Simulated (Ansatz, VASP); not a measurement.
## Mg3Co in VASP and in Ansatz

File INCAR:

```
SYSTEM = Mg3Co
  ALGO = Normal
  EDIFF = 1E-7
  ENCUT = 520
  GGA = PE
  ISIF = 2
  ISMEAR = -1
  ISPIN = 2
  LASPH = .True.
  LCHARG = .True.
  LELF = .True.
  LMAXMIX = 4
  LORBIT = 11
  LREAL = .False.
  LVHAR = .True.
  LWAVE = .False.
  MAGMOM = 2 0 0 0
  NBANDS = 20
  NELM = 150
  PREC = Accurate
  SIGMA = 0.05
```

The input KPOINTS:

```
k-points
0
Gamma
  7 7 7
  0 0 0
```

File POSCAR:

```
Mg3Co
1.0
    0.0000000000      3.2101972302      3.2101972302
    3.2101972302      0.0000000000      3.2101972302
    3.2101972302      3.2101972302      0.0000000000
Co Mg
1 3
Direct
    0.0000000000      0.0000000000      0.0000000000
    0.7500000000      0.7500000000      0.7500000000
    0.5000000000      0.5000000000      0.5000000000
    0.2500000000      0.2500000000      0.2500000000
```

The input input.yaml:

```yaml
crystal:
  lattice:
    - [0.0, 3.2101972302, 3.2101972302]
    - [3.2101972302, 0.0, 3.2101972302]
    - [3.2101972302, 3.2101972302, 0.0]
  atoms:
    - { symbol: Co, position: [0.0, 0.0, 0.0], spin: 2.0 }
    - { symbol: Mg, position: [0.75, 0.75, 0.75] }
    - { symbol: Mg, position: [0.5, 0.5, 0.5] }
    - { symbol: Mg, position: [0.25, 0.25, 0.25] }
hamiltonian:
  xc: pbe
  pseudopotentials: { kind: paw }
magnetization:
  spin_polarized: true
kpoints:
  mp_grid: { grid: [7, 7, 7] }
scf:
  occupations: { method: fermi_dirac, width: 0.05 }
output:
  forces: true
  stress: true
  eigenvalues: true
  write_density: true
  write_potential: true
  elf: true
  volumetric_format: npy
```

Alike in both runs: task single point; functional PBE; k mesh 7 × 7 × 7; occupations fermi-dirac, width 0.05 eV; collinear spin.

|  | VASP | Ansatz |
| --- | --- | --- |
| version | VASP 6.6.1 | Ansatz 0.2.0 |
| potentials or method | VASP PAW PBE potentials, release 64 (Co, Mg) | Ansatz PAW |
| plane-wave cutoff (eV) | 520 | 420 |
| valence electrons in the cell | 15 | 47 |

|  | VASP | Ansatz | Ansatz less VASP |
| --- | --- | --- | --- |
| gap on the k mesh at the Fermi level (eV) | none | none | - |
| pressure (GPa) | 2.9 | 2.9 | +0.05 |
| net moment per atom (μB) | 0.11 | 0.12 | +0.002 |
| size of the moment on the site where the two differ most (μB) | 0.49 | 0.51 | +0.016 |

Site moments also hang on the region over which each program counts them. A gap of «none» marks a metal or a gap that the smearing closes. VASP's potentials hold 15 valence electrons a cell and Ansatz's 47, so a difference there can come from the potentials and not from the codes.
